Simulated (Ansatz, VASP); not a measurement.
## One calculation of Cd2TeSe5, two programs

```
Cd Te Se
1.0
     6.56710    0.00000    0.00000
     0.00000    6.56710    0.00000
     0.00000    0.00000    5.33834
Cd Te Se
2 1 5
Direct
  0.00000 0.50000 0.50000
  0.50000 0.00000 0.50000
  0.00000 0.00000 0.00000
  0.00000 0.00000 0.50000
  0.70331 0.70331 0.00000
  0.29669 0.70331 0.00000
  0.29669 0.29669 0.00000
  0.70331 0.29669 0.00000
```

Change from the starting cell: species swapped into the Rb2MnF5 type (P4/mmm, No. 123).

Alike in both runs: functional PBE; k mesh 2 × 2 × 3; occupations gaussian, width 0.15 eV; no spin polarisation.

Ansatz relaxed the structure, and its values are those at the end. VASP's run is a single point on that final structure, the one shown.

```csv
,VASP,Ansatz
version,VASP 6.6.1,Ansatz 0.2.0
potentials or method,"VASP PAW PBE potentials, release 64 (Cd, Te, Se), cutoff 500 eV","scalar-relativistic, plane waves, PAW"
valence electrons in the cell,60,136
```

VASP gave:

* gap on the k mesh at the Fermi level (eV): none
* pressure (GPa): 0.2
* rms of the force components (eV/Å): 0.017

Q: Estimate Ansatz's values.

A: gap on the k mesh at the Fermi level (eV): none; pressure (GPa): 0.2; rms of the force components (eV/Å): 0.019.

A gap of «none» marks a metal or a gap that the smearing closes. With one functional, cell and mesh, what is left measures potentials, basis and numerics. VASP's potentials hold 60 valence electrons a cell and Ansatz's 136, so a difference there can come from the potentials and not from the codes.

The k mesh is coarse, so the values compare programs but aren't converged. Spin-orbit coupling is off throughout.
